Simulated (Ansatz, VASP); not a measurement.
**Mo in VASP and in Ansatz**

Contents of INCAR:

```
SYSTEM = Mo
PREC     = Accurate       ! precision mode
ENCUT    = 520            ! plane-wave cutoff, eV
EDIFF    = 1E-8           ! SCF threshold, eV
ISMEAR   = -1             ! smearing method
SIGMA    = 0.05           ! smearing width, eV
LREAL    = .False.        ! projectors in reciprocal space
LASPH    = .True.         ! aspherical terms in the spheres
NELM     = 80             ! most SCF steps
ALGO     = Normal         ! electronic algorithm
ISIF     = 2              ! what is computed and relaxed
LWAVE    = .False.        ! write WAVECAR
LCHARG   = .False.        ! write CHGCAR
GGA      = PE             ! functional
LEFG     = .True.       
NBANDS   = 13             ! bands
```

KPOINTS

```
regular mesh
0
Gamma
  16 16 16
  0 0 0
```

Contents of POSCAR:

```
Mo
1.0
   -1.5497676675      1.5497676675      1.5497676675
    1.5497676675     -1.5497676675      1.5497676675
    1.5497676675      1.5497676675     -1.5497676675
Mo
1
Direct
    0.0000000000      0.0000000000      0.0000000000
```

Input for Ansatz:

```yaml
crystal:
  lattice:
    - [-1.5497676675, 1.5497676675, 1.5497676675]
    - [1.5497676675, -1.5497676675, 1.5497676675]
    - [1.5497676675, 1.5497676675, -1.5497676675]
  atoms:
    - { symbol: Mo, position: [0.0, 0.0, 0.0] }
kpoints:
  mp_grid: { grid: [16, 16, 16] }
scf:
  occupations: { method: fermi_dirac, width: 0.05 }
hamiltonian:
  xc: pbe
  pseudopotentials: { kind: all_electron, datasets: crystal }
output:
  forces: true
  stress: true
  eigenvalues: true
  efg: { contact_densities: true }
```

Change from the starting cell: volume scaled by 0.96, crystal datasets.

Alike in both runs: task electric field gradients; functional PBE; k mesh 16 × 16 × 16; occupations fermi-dirac, width 0.05 eV; no spin polarisation.

|  | VASP | Ansatz |
| --- | --- | --- |
| version | VASP 6.6.1 | Ansatz 0.2.0 |
| potentials or method | VASP PAW PBE potentials, release 64 (Mo_sv), cutoff 520 eV | all-electron PAW with datasets made for the crystal, scalar-relativistic |

|  | VASP | Ansatz | Ansatz less VASP |
| --- | --- | --- | --- |
| pressure (GPa) | 17.7 | 17.0 | -0.67 |

Ansatz ran all-electron here, and VASP with PAW potentials.
